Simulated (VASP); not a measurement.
# Pd: single point with PBEsol

Pd:

```xyz
1
Lattice="0.0000 1.9392 1.9392 1.9392 0.0000 1.9392 1.9392 1.9392 0.0000" Properties=species:S:1:pos:R:3 pbc="T T T"
Pd    0.0000    0.0000    0.0000
```

```json
{
  "Program": "VASP 6.6.1",
  "Task": "single point",
  "Functional": "PBEsol",
  "Potentials or basis": "VASP PAW PBE potentials, release 64 (Pd)",
  "Cutoff": "520 eV",
  "k mesh": "14 × 14 × 14",
  "Occupations": "fermi-dirac, width 0.05 eV",
  "Spin": "collinear spin, ferromagnetic start",
  "Starting moments": "[0.5] μB",
  "Dipole correction": "no",
  "Further INCAR settings": "ALGO = Normal; EDIFF = 1e-06; NBANDS = 15"
}
```

```yaml
Pressure: -0.3 GPa
Net_moment: 0.31 μB per cell
Site_moments: Pd +0.31 μB
Valence_electrons_inside_the_program's_atomic_spheres: Pd 9.45
```

Levels at points of the mesh, in eV from the Fermi level:
Spin up:
| k point | band 3 | band 4 | band 5 | band 6 | band 7 | band 8 |
| --- | --- | --- | --- | --- | --- | --- |
| (0.00, 0.00, 0.00) | -3.04 | -3.04 | -1.36 | -1.36 | 17.10 | 21.94 |
| (0.50, 0.00, 0.00) | -3.07 | -0.16 | -0.16 | 0.87 | 7.26 | 16.47 |
| (0.50, 0.50, 0.00) | -0.16 | 0.15 | 0.15 | 3.22 | 10.75 | 13.14 |
Spin down:
| k point | band 3 | band 4 | band 5 | band 6 | band 7 | band 8 |
| --- | --- | --- | --- | --- | --- | --- |
| (0.00, 0.00, 0.00) | -2.81 | -2.81 | -1.16 | -1.16 | 17.13 | 21.96 |
| (0.50, 0.00, 0.00) | -2.87 | 0.09 | 0.09 | 0.89 | 7.42 | 16.48 |
| (0.50, 0.50, 0.00) | 0.05 | 0.42 | 0.42 | 3.25 | 10.87 | 13.18 |

Wall time 38 s on 1 thread of Intel(R) Xeon(R) Platinum 8259CL CPU @ 2.50GHz (Skylake/Cascade Lake), on a shared host, peak memory 0.15 GiB.

Caveat: the PAW data sets were made with another functional, which shifts forces and pressure a little.
